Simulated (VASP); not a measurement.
A run of VASP 6.6.1:

Contents of INCAR:

```
SYSTEM = Ge
  PREC = Accurate
  ENCUT = 520
  EDIFF = 1E-6
  ISMEAR = 0
  SIGMA = 0.1
  LREAL = .FALSE.
  LASPH = .TRUE.
  NELM = 80
  ALGO = Normal
  ISIF = 2
  LWAVE = .FALSE.
  LCHARG = .TRUE.
  LDIPOL = .TRUE.
  IDIPOL = 3
  DIPOL = 0.5 0.5 0.500
  GGA = PE
  IVDW = 12
  LELF = .TRUE.
  LVHAR = .TRUE.
  LVACPOTAV = .TRUE.
  NBANDS = 21
```

File KPOINTS:

```
regular mesh
0
G
  12 12 1
  0 0 0
```

File POSCAR:

```
Ge
1.0
    3.8360000000      0.0000000000      0.0000000000
   -1.9180000000      3.3220734489      0.0000000000
    0.0000000000      0.0000000000     28.0000000000
Ge
2
Direct
    0.3333333333      0.6666666667      0.5052321429
    0.6666666667      0.3333333333      0.4947678571
```

Potentials or basis: VASP PAW PBE potentials, release 64 (Ge_d).

Command:

```sh
$ cat potpaw_PBE.64/Ge_d/POTCAR > POTCAR
$ mpirun -np 1 vasp_std > vasp.out
```

Hardware: 1 thread of Intel(R) Xeon(R) 6975P-C (Granite Rapids) (shared host).

Problem. How long does it take, and how much memory?

Solution. Wall time 2.4 min on 1 thread of Intel(R) Xeon(R) 6975P-C (Granite Rapids), with other jobs on the host, peak memory 0.49 GiB. Counts: scf iterations 21, k points 19.
